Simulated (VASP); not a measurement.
# Al3Si8N3: single point with PBE

The system is Al3Si8N3.

```xyz
14
Lattice="5.7732 -0.0649 -0.2515 -0.0649 5.9471 0.0685 -0.2515 0.0685 6.5274" Properties=species:S:1:pos:R:3 pbc="T T T"
Al    2.4414    5.2582    0.8845
Al    0.4260    0.5283    2.0450
Al    0.2016    5.7921    4.7762
N     4.7154    1.6607    7.4268
N     4.0448    1.6205    6.2414
N     6.7975   -0.9178    0.8535
Si    4.7538    2.8202    5.0618
Si    5.9907    3.5207    0.5165
Si    3.9192   -1.0023    5.6378
Si    1.6616    2.9840    5.6181
Si    3.8627    4.0082    3.2505
Si    0.9920    3.1268    3.2325
Si    3.2541    1.1881    2.4385
Si    2.6523    1.0863    5.0225
```

```yaml
Program: VASP 6.6.1
Task: single point
Functional: PBE
Potentials_or_basis: VASP PAW PBE potentials, release 64 (Al, N, Si)
Cutoff: 520 eV
k_mesh: 1 × 1 × 1, shifted
Occupations: fermi-dirac, width 0.3447 eV
Spin: no spin polarisation
```

```
Pressure               : 4.1 GPa
Largest force          : 11.748 eV/Å
Band gap on the k mesh : 0.41 eV
```

Forces on the atoms (eV/Å):
```
Al   11.545   1.373  -1.687
Al   -0.386   1.468   1.621
Al    0.008   0.130  -0.614
N    -0.279   0.875   0.235
N     0.282   0.360  -0.660
N   -10.750  -1.454   1.472
Si    1.249  -1.195  -0.974
Si   -0.230  -0.936   1.145
Si    0.075   0.448  -0.833
Si   -1.599   1.653   0.420
Si    0.208   0.230  -1.004
Si   -0.338  -1.039   0.373
Si   -0.263   0.519   0.717
Si    0.477  -2.432  -0.212
```

Stress tensor (GPa, compression positive):
```
10.35 -3.48 -2.49
-3.48  4.45  2.68
-2.49  2.68 -2.58
```

Levels at points of the mesh, in eV from the valence-band top:
| k point | band 25 | band 26 | band 27 | band 28 | band 29 | band 30 | band 31 | band 32 |
| --- | --- | --- | --- | --- | --- | --- | --- | --- |
| (0.25, 0.25, 0.25) | -1.10 | -0.75 | -0.28 | 0.00 | 0.41 | 0.84 | 1.14 | 1.63 |

It took 16 s on 1 thread of AMD EPYC 9R45 96-Core Processor (Zen 5), on a shared host, peak memory 0.29 GiB.

Caveat: the k points lie up to 1.09 Å⁻¹ apart.
